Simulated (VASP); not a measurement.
# K (P6/mmm) in VASP: notebook

Runs on K. Level: PBE. Tasks: single point, relaxation of shape and atoms at fixed volume.

All numbers are computed with VASP 6.6.1; they aren't measurements. Logs are shortened: lines on timing, memory, paths and dates and some standing lists are left out, and cuts for length are marked.

### 1 The cell of the first run

It takes space group P6/mmm (No. 191, hexagonal). Conventional cell: a = 7.439 Å, b = 7.439 Å, c = 4.421 Å, α = 90.00°, β = 90.00°, γ = 120.00°. Within 5.8 Å of K (site symmetry 6/mmm) lie 14 K at 4.42 to 4.83 Å. K (site symmetry -6m2) has 11 K at 4.30 to 4.83 Å within 5.6 Å.

This isn't the form of K at room conditions, which is bcc.

### 2 Single point, PBE

INCAR reads:

```
ALGO = Normal ; EDIFF = 1E-6
ENCUT = 520 ; GGA = PE
ISIF = 2 ; ISMEAR = -1
LASPH = True ; LCHARG = True
LELF = True ; LREAL = False
LVHAR = True ; LWAVE = False
NBANDS = 20 ; NELM = 60
PREC = Accurate ; SIGMA = 0.1
```

KPOINTS reads:

```
k-points
0
Gamma
  5 5 7
```

POSCAR reads:

```
K
1.0
    7.4394205632      0.0000000000      0.0000000000
   -3.7197102816      6.4427271972      0.0000000000
    0.0000000000      0.0000000000      4.4207513112
K
3
Direct
    0.0000000000      0.0000000000      0.0000000000
    0.3333333333      0.6666666667      0.5000000000
    0.6666666667      0.3333333333      0.5000000000
```

Potentials or basis: VASP PAW PBE potentials, release 64 (K_sv).

Command:

```console
$ cat potpaw_PBE.64/K_sv/POTCAR > POTCAR
$ mpirun -np 1 vasp_std > vasp.out
```

OUTCAR:

```text
EDIFF = 1E-6
   ENCUT = 520
   GGA = PE
   ISIF = 2
   ISMEAR = -1
   LASPH = True
   LREAL = False
   NELM = 60
   PREC = Accurate

 ion  position               nearest neighbor table
   1  0.000  0.000  0.000-
   2  0.333  0.667  0.500-
   3  0.667  0.333  0.500-

  LATTYP: Found a hexagonal cell.
 ALAT       =     7.4394205632
 C/A-ratio  =     0.5942332838

  Lattice vectors:

 A1 = (   7.4394205632,   0.0000000000,   0.0000000000)
 A2 = (  -3.7197102816,   6.4427271972,   0.0000000000)
 A3 = (   0.0000000000,   0.0000000000,   4.4207513112)

Analysis of symmetry for initial positions (statically):
=====================================================================
 Subroutine PRICEL returns:
 Original cell was already a primitive cell.

 Routine SETGRP: Setting up the symmetry group for a
 hexagonal supercell.

 Subroutine GETGRP returns: Found 24 space group operations
 (whereof 24 operations were pure point group operations)
 out of a pool of 24 trial point group operations.

The static configuration has the point symmetry D_6h.

Analysis of symmetry for dynamics (positions and initial velocities):
=====================================================================
 Subroutine PRICEL returns:
 Original cell was already a primitive cell.

 Routine SETGRP: Setting up the symmetry group for a
 hexagonal supercell.

 Subroutine GETGRP returns: Found 24 space group operations
 (whereof 24 operations were pure point group operations)
 out of a pool of 24 trial point group operations.

The dynamic configuration has the point symmetry D_6h.

 Subroutine INISYM returns: Found 24 space group operations
 (whereof 24 operations are pure point group operations),
 and found     1 'primitive' translations

----------------------------------------------------------------------------------------

                                     Primitive cell

  volume of cell :     211.8873

  direct lattice vectors                    reciprocal lattice vectors
     7.439420563  0.000000000  0.000000000     0.134419071  0.077606887  0.000000000
    -3.719710282  6.442727197  0.000000000     0.000000000  0.155213774  0.000000000
     0.000000000  0.000000000  4.420751311     0.000000000  0.000000000  0.226205893

  length of vectors
     7.439420563  7.439420563  4.420751311     0.155213774  0.155213774  0.226205893

  position of ions in fractional coordinates (direct lattice)
     0.000000000  0.000000000  0.000000000
     0.333333333  0.666666667  0.500000000
     0.666666667  0.333333333  0.500000000

  ion indices of the primitive-cell ions
   primitive index   ion index
                 1           1
                 2           2
                 3           3

----------------------------------------------------------------------------------------

 KPOINTS: k-points

Automatic generation of k-mesh.
 Grid dimensions read from file:
 generate k-points for:    5    5    7

 Generating k-lattice:

  Cartesian coordinates                     Fractional coordinates (reciprocal lattice)
     0.026883814  0.015521377  0.000000000     0.200000000  0.000000000  0.000000000
     0.000000000  0.031042755  0.000000000     0.000000000  0.200000000  0.000000000
     0.000000000  0.000000000  0.032315128     0.000000000  0.000000000  0.142857143

  Length of vectors
     0.031042755  0.031042755  0.032315128

  Shift w.r.t. Gamma in fractional coordinates (k-lattice)
     0.000000000  0.000000000  0.000000000

 Subroutine IBZKPT returns following result:
 ===========================================

 Found     20 irreducible k-points:

 Following reciprocal coordinates:
            Coordinates               Weight
  0.000000  0.000000  0.000000      1.000000
  0.200000  0.000000  0.000000      6.000000
  0.400000  0.000000  0.000000      6.000000
  0.200000  0.200000  0.000000      6.000000
  0.400000  0.200000  0.000000      6.000000
  0.000000  0.000000  0.142857      2.000000
[... 12 lines left out ...]
  0.200000  0.200000  0.428571     12.000000
  0.400000  0.200000  0.428571     12.000000
   k-points           NKPTS =     20   k-points in BZ     NKDIM =     20   number of bands    NBANDS=     20
   number of dos      NEDOS =    301   number of ions     NIONS =      3
   total plane-waves  NPLWV = 112896
   dimension x,y,z NGX =    56 NGY =   56 NGZ =   36
   dimension x,y,z NGXF=   112 NGYF=  112 NGZF=   72
   ions per type =               3
   NGX,Y,Z   is equivalent  to a cutoff of  12.51, 12.51, 13.54 a.u.
   NGXF,Y,Z  is equivalent  to a cutoff of  25.03, 25.03, 27.08 a.u.
 SYSTEM =  unknown system
   PREC   = accura    normal or accurate (medium, high low for compatibility)
   ISTART =      0    job   : 0-new  1-cont  2-samecut
   ICHARG =      2    charge: 1-file 2-atom 10-const
   ISPIN  =      1    spin polarized calculation?
   LNONCOLLINEAR =      F non collinear calculations
   LSORBIT =      F    spin-orbit coupling
   LASPH  =      T    aspherical Exc in radial PAW
   ENCUT  =  520.0 eV  38.22 Ry    6.18 a.u.  13.83 13.83  8.22*2*pi/ulx,y,z
   NELM   =     60;   NELMIN=  2; NELMDL= -5     # of ELM steps
   EDIFF  = 0.1E-05   stopping-criterion for ELM
   LREAL  =      F    real-space projection
   EDIFFG = 0.1E-04   stopping-criterion for IOM
   NSW    =      0    number of steps for IOM
   IBRION =     -1    ionic relax: 0-MD 1-quasi-New 2-CG
   NFREE  =      0    steps in history (QN), initial steepest desc. (CG)
   ISIF   =      2    stress and relaxation
   ISYM   =      2    0-nonsym 1-usesym 2-fastsym
   POTIM  = 0.5000    time-step for ionic-motion
   TEBEG  =    0.0;   TEEND  =   0.0 temperature during run
   PSTRESS=    0.0 pullay stress
   NELECT =      27.0000    total number of electrons
   NUPDOWN=      -1.0000    fix difference up-down
   EMIN   =  10.00;   EMAX   =-10.00  energy-range for DOS
   EFERMI =   0.00;   METHOD = LEGACY
   ISMEAR =    -1;   SIGMA  =   0.10  broadening in eV -4-tet -1-fermi 0-gaus
   EFERMI_NEDOS =   21; number of points for ismear=-14 and -15
   IALGO  =     38    algorithm
   IMIX   =      4    mixing-type and parameters
     AMIX     =   0.40;   BMIX     =  1.00
     AMIX_MAG =   1.60;   BMIX_MAG =  1.00
  volume/ion in A,a.u.               =      70.63       476.63
  Fermi-wavevector in a.u.,A,eV,Ry     =   0.823811  1.556778  9.233800  0.678665
  Thomas-Fermi vector in A             =   1.935387
   LORBIT       =      0    0 simple, 1 ext, 2 COOP (PROOUT), +10 PAW based schemes
   GGA     = PE    functional components
   LHFCALC =     F    Hartree Fock is set to
   AEXX    =    0.0000 exact exchange contribution
   IVDW    =     0    specifies the selected vdW correction
   LEPSILON=     F    determine dielectric tensor
   LRPA    =     F    only Hartree local field effects (RPA)
 non-spin polarized calculation
  energy-cutoff  :      520.00
  volume of cell :      211.89
 maximum number of plane-waves:      5723
 NGX is ok and might be reduce to    56
   NGX = 27   NGY = 27   NGZ = 17

 number of electron      27.0000000 magnetization

 Free energy of the ion-electron system (eV)
  ---------------------------------------------------
  ext. energy  EPLUGINS =         0.00000000
  ---------------------------------------------------
  free energy    TOTEN  =        -3.15167361 eV

  energy without entropy =       -3.08292417  energy(sigma->0) =       -3.11729889

 E-fermi :  -0.0454     XC(G=0):  -5.7486

 val. band max:       -0.0921805921   @ k =   0.2000   0.2000   0.1429
 cond. band min:       0.1625066419   @ k =   0.2000   0.0000   0.0000
 fundamental gap:      0.2546872339
 Fermi energy:        -0.0454266481

 k-point     1 :       0.0000    0.0000    0.0000
  band No.  band energies     occupation
      1     -32.1799      2.00000
      2     -32.1734      2.00000
      3     -32.0805      2.00000
      4     -15.6935      2.00000
      5     -15.6935      2.00000
      6     -15.6404      2.00000
[... 12 lines left out ...]
     19       1.6998      0.00000
     20       3.7727      0.00000

 k-point     2 :       0.2000    0.0000    0.0000
  band No.  band energies     occupation
      1     -32.1794      2.00000
      2     -32.1740      2.00000
      3     -32.0805      2.00000
      4     -15.6966      2.00000
      5     -15.6907      2.00000
      6     -15.6413      2.00000
[... 12 lines left out ...]
     19       2.4768      0.00000
     20       3.8018      0.00000

 k-point     3 :       0.4000    0.0000    0.0000
  band No.  band energies     occupation
      1     -32.1781      2.00000
      2     -32.1752      2.00000
      3     -32.0805      2.00000
      4     -15.7010      2.00000
      5     -15.6819      2.00000
      6     -15.6490      2.00000
[... 12 lines left out ...]
     19       3.1679      0.00000
     20       3.1864      0.00000

 k-point     4 :       0.2000    0.2000    0.0000
  band No.  band energies     occupation
      1     -32.1784      2.00000
      2     -32.1749      2.00000
      3     -32.0805      2.00000
      4     -15.6995      2.00000
      5     -15.6846      2.00000
      6     -15.6480      2.00000
[... 12 lines left out ...]
     19       3.0555      0.00000
     20       3.3216      0.00000

 k-point     5 :       0.4000    0.2000    0.0000
  band No.  band energies     occupation
      1     -32.1773      2.00000
      2     -32.1760      2.00000
      3     -32.0805      2.00000
      4     -15.7009      2.00000
      5     -15.6754      2.00000
      6     -15.6587      2.00000
[... 12 lines left out ...]
     19       3.2656      0.00000
     20       3.2847      0.00000
[... 261 lines left out ...]
      6     -15.6827      2.00000
[... 12 lines left out ...]
     19       2.5724      0.00000
     20       2.9970      0.00000

 k-point    18 :       0.4000    0.0000    0.4286
  band No.  band energies     occupation
      1     -32.1753      2.00000
      2     -32.1725      2.00000
      3     -32.0777      2.00000
      4     -15.6922      2.00000
      5     -15.6905      2.00000
      6     -15.6837      2.00000
[... 12 lines left out ...]
     19       2.0842      0.00000
     20       2.9271      0.00000

 k-point    19 :       0.2000    0.2000    0.4286
  band No.  band energies     occupation
      1     -32.1756      2.00000
      2     -32.1722      2.00000
      3     -32.0777      2.00000
      4     -15.6928      2.00000
      5     -15.6918      2.00000
      6     -15.6831      2.00000
[... 12 lines left out ...]
     19       2.6305      0.00000
     20       2.8045      0.00000

 k-point    20 :       0.4000    0.2000    0.4286
  band No.  band energies     occupation
      1     -32.1746      2.00000
      2     -32.1732      2.00000
      3     -32.0777      2.00000
      4     -15.6948      2.00000
      5     -15.6903      2.00000
      6     -15.6860      2.00000
[... 12 lines left out ...]
     19       2.6171      0.00000
     20       3.3111      0.00000

------------------------ aborting loop because EDIFF is reached ----------------------------------------

  FORCE on cell =-STRESS in cart. coord.  units (eV):
  Direction    XX          YY          ZZ          XY          YZ          ZX
  --------------------------------------------------------------------------------------
  -------------------------------------------------------------------------------------
  Total        0.2409582      0.2409582      0.2545897      0.0000000      0.0000000      0.0000000
  in kB        1.8219956      1.8219956      1.9250698      0.0000000      0.0000000      0.0000000
  external PRESSURE =       1.8563537 kB  Pullay stress =       0.0000000 kB

 VOLUME and BASIS-vectors are now :
 -----------------------------------------------------------------------------
  energy-cutoff  :      520.00
  volume of cell :      211.89
      direct lattice vectors                 reciprocal lattice vectors
     7.439420563  0.000000000  0.000000000     0.134419071  0.077606887  0.000000000
    -3.719710282  6.442727197  0.000000000     0.000000000  0.155213774  0.000000000
     0.000000000  0.000000000  4.420751311     0.000000000  0.000000000  0.226205893

 POSITION                                       TOTAL-FORCE (eV/Angst)
 -----------------------------------------------------------------------------------
      0.00000      0.00000      0.00000         0.000000     -0.000000      0.000000
     -0.00000      4.29515      2.21038        -0.000000      0.000000      0.000000
      3.71971      2.14758      2.21038         0.000000      0.000000     -0.000000
 -----------------------------------------------------------------------------------
    total drift:                                0.000000     -0.000000      0.000000

  FREE ENERGIE OF THE ION-ELECTRON SYSTEM (eV)
  ---------------------------------------------------
  free  energy   TOTEN  =        -3.1516736121 eV

  energy  without entropy=       -3.0829241670  energy(sigma->0) =       -3.11729889
```

Wall time 2.5 min (1 thread of Intel Xeon 8259CL, shared host); peak memory 0.33 GiB.

Results:

```yaml
Free_energy: -3.1517 eV
Pressure: 0.2 GPa
Band_gap_on_the_k_mesh: zero (an odd number of electrons rules out a gap without spin polarisation)
```

### 3 Single point, PBE

This run uses another cell than the first one, of 74.35 Å³/atom.

INCAR reads:

```
ALGO = Normal
EDIFF = 1E-7
ENCUT = 520
GGA = PE
ISIF = 2
ISMEAR = -1
LASPH = T
LCHARG = F
LREAL = F
LWAVE = F
NBANDS = 20
NELM = 80
PREC = Accurate
SIGMA = 0.1
```

KPOINTS is that of step 2.

POSCAR reads:

```
K
1.0
    7.5677116463      0.0000000000      0.0000000000
   -3.7838558232      6.5538305342      0.0000000000
    0.0000000000      0.0000000000      4.4969861428
K
3
Direct
    0.0000000000      0.0000000000      0.0000000000
    0.3333333333      0.6666666667      0.5000000000
    0.6666666667      0.3333333333      0.5000000000
```

Potentials or basis: VASP PAW PBE potentials, release 64 (K_sv).

Command:

```console
$ cat potpaw_PBE.64/K_sv/POTCAR > POTCAR
$ mpirun -np 1 vasp_std > vasp.out
```

Wall time 2.8 min (1 thread of Intel Xeon 8259CL, shared host); peak memory 0.34 GiB.

It converged, with:

* Free energy: -3.1586 eV
* Pressure: 0.0 GPa
* Band gap on the k mesh: zero (an odd number of electrons rules out a gap without spin polarisation)

Levels at points of the mesh, in eV from the Fermi level:
```tsv
k point	band 10	band 11	band 12	band 13	band 14	band 15	band 16	band 17
(0.00, 0.00, 0.00)	-15.55	-15.55	-15.53	-2.12	1.16	1.16	1.16	1.16
```

### 4 Relaxation of shape and atoms at fixed volume, PBE

This run uses another cell than the first one, of 29.74 Å³/atom.

INCAR reads:

```
  PREC = Accurate
  ENCUT = 600
  EDIFF = 1E-6
  ISMEAR = -1
  SIGMA = 0.1
  LREAL = F
  LASPH = T
  NELM = 80
  ALGO = Normal
  ISIF = 4
  LWAVE = F
  LCHARG = F
  GGA = PE
  IBRION = 2
  NSW = 50
  EDIFFG = -0.005
```

KPOINTS reads:

```
Automatic mesh
0
Gamma
  5 5 7
```

POSCAR reads:

```
K
1.0
    5.5759376155      0.0000000000      0.0000000000
   -2.7879688078      4.8289036250      0.0000000000
    0.0000000000      0.0000000000      3.3134077198
K
3
Direct
    0.0000000000      0.0000000000      0.0000000000
    0.3333333333      0.6666666667      0.5000000000
    0.6666666667      0.3333333333      0.5000000000
```

Command:

```console
$ cat potpaw_PBE.64/K_sv/POTCAR > POTCAR
$ mpirun -np 1 vasp_std > vasp.out
```

It took 96 s on 1 thread of Intel Xeon 8259CL, shared host; peak memory 0.25 GiB.

It converged, with:

| Quantity | Value |
| --- | --- |
| Free energy | 0.2678 eV |
| Energy gained by relaxing | 0.1 meV/atom |
| Ionic steps | 3 |
| Pressure after relaxing | 16.3 GPa |
| Band gap on the k mesh | zero (an odd number of electrons rules out a gap without spin polarisation) |

The path:
```csv
step,energy change (eV),largest force (eV/Å),pressure (GPa),volume (Å³)
1,0.0000,0.0000,16.31,89.22
2,-0.0001,0.0000,16.31,89.22
3,-0.0002,0.0000,16.31,89.22
```

Final structure:
```xyz
3
Lattice="5.5634 0.0000 0.0000 -2.7817 4.8180 0.0000 0.0000 0.0000 3.3284" Properties=species:S:1:pos:R:3 pbc="T T T"
K     0.0000    0.0000    0.0000
K     0.0000    3.2120    1.6642
K     2.7817    1.6060    1.6642
```

Levels at points of the mesh, in eV from the Fermi level:
```csv
k point,band 11,band 12,band 13,band 14,band 15,band 16
"(0.00, 0.00, 0.00)",-15.42,-15.39,-3.43,0.96,1.60,1.60
```

### 5 The runs side by side

| task | cell | cutoff (eV) | gap on the mesh (eV) | pressure (GPa) |
| --- | --- | --- | --- | --- |
| single point | a = 7.439, b = 7.439, c = 4.421 Å, angles 90.0, 90.0, 120.0°, 3 atoms | 520 | none | 0.2 |
| single point | a = 7.568, b = 7.568, c = 4.497 Å, angles 90.0, 90.0, 120.0°, 3 atoms | 520 | none | 0.0 |
| relaxation of shape and atoms at fixed volume | relaxed from a = 5.576, b = 5.576, c = 3.313 Å, angles 90.0, 90.0, 120.0°, 3 atoms | 600 | none | 16.3 |

Alike in all rows: level PBE; potentials or basis VASP PAW PBE potentials, release 64 (K_sv); no spin polarisation; k mesh 5 × 5 × 7; smearing fermi-dirac 0.1 eV.

Absolute energies hang on the potentials; compare differences alone.
